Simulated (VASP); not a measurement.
# PbS (Fm-3m) in VASP: single point with r2SCAN

Aim: the single point of PbS with r2SCAN.

All numbers are computed with VASP 6.6.1; they aren't measurements. Logs are shortened: lines on timing, memory, paths and dates and some standing lists are left out, and cuts for length are marked.

## (1) The cell of the first run

It takes space group Fm-3m (No. 225, cubic). The conventional cell has a = 5.931 Å, b = 5.931 Å, c = 5.931 Å, α = 90.00°, β = 90.00°, γ = 90.00°. Pb (site symmetry m-3m) has 6 S at 2.97 Å within 3.9 Å. S (site symmetry m-3m) has 6 Pb at 2.97 Å within 3.9 Å.

## (2) Single point, r2SCAN

The input, POSCAR:

```
PbS
1.0
    0.0000000000      5.9315000000      5.9315000000
    5.9315000000      0.0000000000      5.9315000000
    5.9315000000      5.9315000000      0.0000000000
Pb S
8 8
Direct
    0.0000000000      0.0000000000      0.0000000000
    0.0000000000      0.0000000000      0.5000000000
    0.0000000000      0.5000000000      0.0000000000
    0.0000000000      0.5000000000      0.5000000000
    0.5000000000      0.0000000000      0.0000000000
    0.5000000000      0.0000000000      0.5000000000
    0.5000000000      0.5000000000      0.0000000000
    0.5000000000      0.5000000000      0.5000000000
    0.2500000000      0.2500000000      0.2500000000
    0.2500000000      0.2500000000      0.7500000000
    0.2500000000      0.7500000000      0.2500000000
    0.2500000000      0.7500000000      0.7500000000
    0.7500000000      0.2500000000      0.2500000000
    0.7500000000      0.2500000000      0.7500000000
    0.7500000000      0.7500000000      0.2500000000
    0.7500000000      0.7500000000      0.7500000000
```

The input, INCAR.step1:

```
SYSTEM = PbS
PREC     = Accurate       ! precision mode
ENCUT    = 550            ! plane-wave cutoff, eV
ISMEAR   = -1             ! smearing method
SIGMA    = 0.05           ! smearing width, eV
LREAL    = .FALSE.        ! projectors in reciprocal space
LASPH    = .TRUE.         ! aspherical terms in the spheres
NELM     = 120            ! most SCF steps
NBANDS   = 94             ! bands
GGA      = PE             ! functional
ALGO     = Normal         ! electronic algorithm
EDIFF    = 1E-5           ! SCF threshold, eV
LWAVE    = .TRUE.         ! write WAVECAR
LCHARG   = .FALSE.        ! write CHGCAR
GGA_COMPAT= .FALSE.
```

The input, INCAR.step2:

```
SYSTEM = PbS
PREC     = Accurate       ! precision mode
ENCUT    = 550            ! plane-wave cutoff, eV
EDIFF    = 1E-6           ! SCF threshold, eV
ISMEAR   = -1             ! smearing method
SIGMA    = 0.05           ! smearing width, eV
LREAL    = .FALSE.        ! projectors in reciprocal space
LASPH    = .TRUE.         ! aspherical terms in the spheres
NELM     = 120            ! most SCF steps
ALGO     = Normal         ! electronic algorithm
ISIF     = 2              ! what is computed and relaxed
LWAVE    = .FALSE.        ! write WAVECAR
LCHARG   = .FALSE.        ! write CHGCAR
METAGGA  = R2SCAN         ! meta-GGA
LMIXTAU  = .TRUE.       
NBANDS   = 94             ! bands
ISTART   = 1            
GGA_COMPAT= .FALSE.
```

The input, KPOINTS:

```
Automatic mesh
0
G
  1 1 1
  0 0 0
```

Potentials or basis: VASP PAW PBE potentials, release 64 (Pb_d, S).

The run is started by

```bash
$ cat potpaw_PBE.64/Pb_d/POTCAR potpaw_PBE.64/S/POTCAR > POTCAR
$ cp INCAR.step1 INCAR
$ mpirun -np 1 vasp_gam > vasp.out
$ cp INCAR.step2 INCAR
$ mpirun -np 1 vasp_gam > vasp.out
```

OUTCAR:

```text
SYSTEM = PbS
   PREC = Accurate
   ENCUT = 550
   EDIFF = 1E-6
   ISMEAR = -1
   LREAL = .FALSE.
   LASPH = .TRUE.
   NELM = 120
   ISIF = 2
   METAGGA = R2SCAN
   ISTART = 1

 ion  position               nearest neighbor table
   1  0.000  0.000  0.000-  10 2.97  11 2.97  12 2.97  13 2.97  14 2.97  15 2.97
   2  0.000  0.000  0.500-   9 2.97  11 2.97  12 2.97  13 2.97  14 2.97  16 2.97
   3  0.000  0.500  0.000-   9 2.97  10 2.97  12 2.97  13 2.97  15 2.97  16 2.97
   4  0.000  0.500  0.500-   9 2.97  10 2.97  11 2.97  14 2.97  15 2.97  16 2.97
   5  0.500  0.000  0.000-   9 2.97  10 2.97  11 2.97  14 2.97  15 2.97  16 2.97
   6  0.500  0.000  0.500-   9 2.97  10 2.97  12 2.97  13 2.97  15 2.97  16 2.97
[... 8 lines left out ...]
  15  0.750  0.750  0.250-   1 2.97   3 2.97   4 2.97   5 2.97   6 2.97   8 2.97
  16  0.750  0.750  0.750-   2 2.97   3 2.97   4 2.97   5 2.97   6 2.97   7 2.97
[... 6 lines left out ...]
 A1 = (   0.0000000000,   5.9315000000,   5.9315000000)
 A2 = (   5.9315000000,   0.0000000000,   5.9315000000)
 A3 = (   5.9315000000,   5.9315000000,   0.0000000000)

Analysis of symmetry for initial positions (statically):
=====================================================================
 Subroutine PRICEL returns following result:

  LATTYP: Found a face centered cubic cell.
 ALAT       =     5.9315000000

  Lattice vectors:

 A1 = (   0.0000000000,   2.9657500000,   2.9657500000)
 A2 = (   2.9657500000,   0.0000000000,   2.9657500000)
 A3 = (   2.9657500000,   2.9657500000,   0.0000000000)

   8 primitive cells build up your supercell.

 Routine SETGRP: Setting up the symmetry group for a
 face centered cubic supercell.

 Subroutine GETGRP returns: Found 48 space group operations
 (whereof 48 operations were pure point group operations)
 out of a pool of 48 trial point group operations.

The static configuration has the point symmetry O_h .

Analysis of symmetry for dynamics (positions and initial velocities):
=====================================================================
 Subroutine PRICEL returns following result:

  LATTYP: Found a face centered cubic cell.
 ALAT       =     5.9315000000

  Lattice vectors:

 A1 = (   0.0000000000,   2.9657500000,   2.9657500000)
 A2 = (   2.9657500000,   0.0000000000,   2.9657500000)
 A3 = (   2.9657500000,   2.9657500000,   0.0000000000)

   8 primitive cells build up your supercell.

 Routine SETGRP: Setting up the symmetry group for a
[... 83 lines left out ...]
   LREAL  =      F    real-space projection
   EDIFFG = 0.1E-04   stopping-criterion for IOM
   NSW    =      0    number of steps for IOM
   IBRION =     -1    ionic relax: 0-MD 1-quasi-New 2-CG
   NFREE  =      0    steps in history (QN), initial steepest desc. (CG)
   ISIF   =      2    stress and relaxation
   ISYM   =      2    0-nonsym 1-usesym 2-fastsym
   POTIM  = 0.5000    time-step for ionic-motion
   TEBEG  =    0.0;   TEEND  =   0.0 temperature during run
   PSTRESS=    0.0 pullay stress
   NELECT =     160.0000    total number of electrons
   NUPDOWN=      -1.0000    fix difference up-down
   EMIN   =  10.00;   EMAX   =-10.00  energy-range for DOS
   EFERMI =   0.00;   METHOD = LEGACY
   ISMEAR =    -1;   SIGMA  =   0.05  broadening in eV -4-tet -1-fermi 0-gaus
   EFERMI_NEDOS =   21; number of points for ismear=-14 and -15
   IALGO  =     38    algorithm
   IMIX   =      4    mixing-type and parameters
     AMIX     =   0.40;   BMIX     =  1.00
     AMIX_MAG =   1.60;   BMIX_MAG =  1.00
  volume/ion in A,a.u.               =      26.09       176.04
  Fermi-wavevector in a.u.,A,eV,Ry     =   1.189251  2.247359 19.242973  1.414319
  Thomas-Fermi vector in A             =   2.325363
   LORBIT       =      0    0 simple, 1 ext, 2 COOP (PROOUT), +10 PAW based schemes
   METAGGA = R2SCAN    functional components
   LHFCALC =     F    Hartree Fock is set to
   AEXX    =    0.0000 exact exchange contribution
   IVDW    =     0    specifies the selected vdW correction
   LEPSILON=     F    determine dielectric tensor
   LRPA    =     F    only Hartree local field effects (RPA)
 non-spin polarized calculation
  energy-cutoff  :      550.00
  volume of cell :      417.37
 maximum number of plane-waves:      6026
   NGX = 33   NGY = 33   NGZ = 33

 number of electron     159.9999985 magnetization

 Free energy of the ion-electron system (eV)
  ---------------------------------------------------
  ext. energy  EPLUGINS =         0.00000000
  ---------------------------------------------------
  free energy    TOTEN  =      -514.31008357 eV

  energy without entropy =     -514.25901348  energy(sigma->0) =     -514.28454853

 E-fermi :   6.1996     XC(G=0): -10.1549

 val. band max:        5.9779369619   @ k =   0.0000   0.0000   0.0000
 cond. band min:       6.4212592283   @ k =   0.0000   0.0000   0.0000
 fundamental gap:      0.4433222664
 Fermi energy:         6.1995982728

 k-point     1 :       0.0000    0.0000    0.0000
  band No.  band energies     occupation
      1     -12.0547      2.00000
      2     -12.0547      2.00000
      3     -12.0547      2.00000
      4     -11.9618      2.00000
      5     -11.9618      2.00000
      6     -11.9618      2.00000
[... 84 lines left out ...]
     91       7.9273      0.00000
     92       7.9273      0.00000
 [bands above 92 left out]

------------------------ aborting loop because EDIFF is reached ----------------------------------------

  FORCE on cell =-STRESS in cart. coord.  units (eV):
  Direction    XX          YY          ZZ          XY          YZ          ZX
  --------------------------------------------------------------------------------------
  -------------------------------------------------------------------------------------
  Total       24.6985459     24.6985459     24.6985459     -0.0000000      0.0000000      0.0000000
  in kB       94.8109214     94.8109214     94.8109214     -0.0000000      0.0000000      0.0000000
  external PRESSURE =      94.8109214 kB  Pullay stress =       0.0000000 kB

 VOLUME and BASIS-vectors are now :
 -----------------------------------------------------------------------------
  energy-cutoff  :      550.00
  volume of cell :      417.37
      direct lattice vectors                 reciprocal lattice vectors
     0.000000000  5.931500000  5.931500000    -0.084295709  0.084295709  0.084295709
     5.931500000  0.000000000  5.931500000     0.084295709 -0.084295709  0.084295709
     5.931500000  5.931500000  0.000000000     0.084295709  0.084295709 -0.084295709

 POSITION                                       TOTAL-FORCE (eV/Angst)
 -----------------------------------------------------------------------------------
      0.00000      0.00000      0.00000        -0.000000     -0.000000      0.000000
      2.96575      2.96575      0.00000         0.000000     -0.000000      0.000000
      2.96575      0.00000      2.96575        -0.000000     -0.000000      0.000000
      5.93150      2.96575      2.96575         0.000000     -0.000000      0.000000
      0.00000      2.96575      2.96575        -0.000000      0.000000     -0.000000
      2.96575      5.93150      2.96575        -0.000000      0.000000     -0.000000
[... 8 lines left out ...]
      5.93150      5.93150      8.89725         0.000000     -0.000000     -0.000000
      8.89725      8.89725      8.89725         0.000000      0.000000     -0.000000
 -----------------------------------------------------------------------------------
    total drift:                                0.000000      0.000000      0.000000

  FREE ENERGIE OF THE ION-ELECTRON SYSTEM (eV)
  ---------------------------------------------------
  free  energy   TOTEN  =      -514.3100835744 eV

  energy  without entropy=     -514.2590134761  energy(sigma->0) =     -514.28454853
```

OUTCAR.step1:

```text
SYSTEM = PbS
   PREC = Accurate
   ENCUT = 550
   ISMEAR = -1
   LREAL = .FALSE.
   LASPH = .TRUE.
   NELM = 120
[... 328 lines left out ...]
      2.96575      5.93150      2.96575         0.000000      0.000000     -0.000000
[... 8 lines left out ...]
      5.93150      5.93150      8.89725        -0.000000      0.000000      0.000000
      8.89725      8.89725      8.89725         0.000000      0.000000      0.000000
 -----------------------------------------------------------------------------------
    total drift:                                0.000000      0.000000      0.000000

  FREE ENERGIE OF THE ION-ELECTRON SYSTEM (eV)
  ---------------------------------------------------
  free  energy   TOTEN  =       -59.1701828524 eV

  energy  without entropy=      -58.8243062377  energy(sigma->0) =      -58.99724455
```

OSZICAR.step1:

```text
N       E                     dE             d eps       ncg     rms          rms(c)
DAV:   1     0.275687470410E+04    0.27569E+04   -0.74698E+04   188   0.235E+03
DAV:   2     0.605761803497E+03   -0.21511E+04   -0.21032E+04   188   0.697E+02
DAV:   3     0.138382169786E+02   -0.59192E+03   -0.55384E+03   226   0.320E+02
DAV:   4    -0.640656088260E+02   -0.77904E+02   -0.75944E+02   280   0.106E+02
DAV:   5    -0.664827519969E+02   -0.24171E+01   -0.23892E+01   248   0.185E+01    0.142E+01
DAV:   6    -0.592738986914E+02    0.72089E+01   -0.21877E+01   216   0.133E+01    0.122E+01
DAV:   7    -0.591731511249E+02    0.10075E+00   -0.37560E+00   256   0.450E+00    0.857E+00
DAV:   8    -0.595544727701E+02   -0.38132E+00   -0.25697E+00   210   0.422E+00    0.507E+00
DAV:   9    -0.591913911890E+02    0.36308E+00   -0.83126E-01   210   0.227E+00    0.219E+00
DAV:  10    -0.591683396178E+02    0.23052E-01   -0.16569E-01   258   0.926E-01    0.489E-01
DAV:  11    -0.591701116534E+02   -0.17720E-02   -0.11039E-02   212   0.337E-01    0.349E-01
DAV:  12    -0.591716439877E+02   -0.15323E-02   -0.21010E-02   204   0.309E-01    0.506E-01
DAV:  13    -0.591704226294E+02    0.12214E-02   -0.34047E-03   224   0.169E-01    0.200E-01
DAV:  14    -0.591701762881E+02    0.24634E-03   -0.15170E-03   188   0.837E-02    0.488E-02
DAV:  15    -0.591701828524E+02   -0.65643E-05   -0.87875E-05   156   0.296E-02
   1 F= -.59170183E+02 E0= -.58997245E+02  d E =-.345877E+00
```

Wall time 3.6 min (1 thread of AMD EPYC 7R13 (Zen 3), shared host); peak memory 0.59 GiB.

What came out:

```
Free energy : -514.3101 eV
Pressure    : 9.5 GPa
```

Levels at points of the mesh, in eV from the Fermi level:
| k point | band 78 | band 79 | band 80 | band 81 | band 82 | band 83 |
| --- | --- | --- | --- | --- | --- | --- |
| (0.00, 0.00, 0.00) | -0.22 | -0.22 | -0.22 | 0.22 | 0.22 | 0.22 |

Caveat: the k points lie up to 0.92 Å⁻¹ apart; this odd mesh misses L, so gap, dielectric constants and Born charges aren't listed; the PAW data sets were made with another functional, which shifts forces and pressure a little; spin-orbit coupling is left out, which moves the levels of the heavy elements.
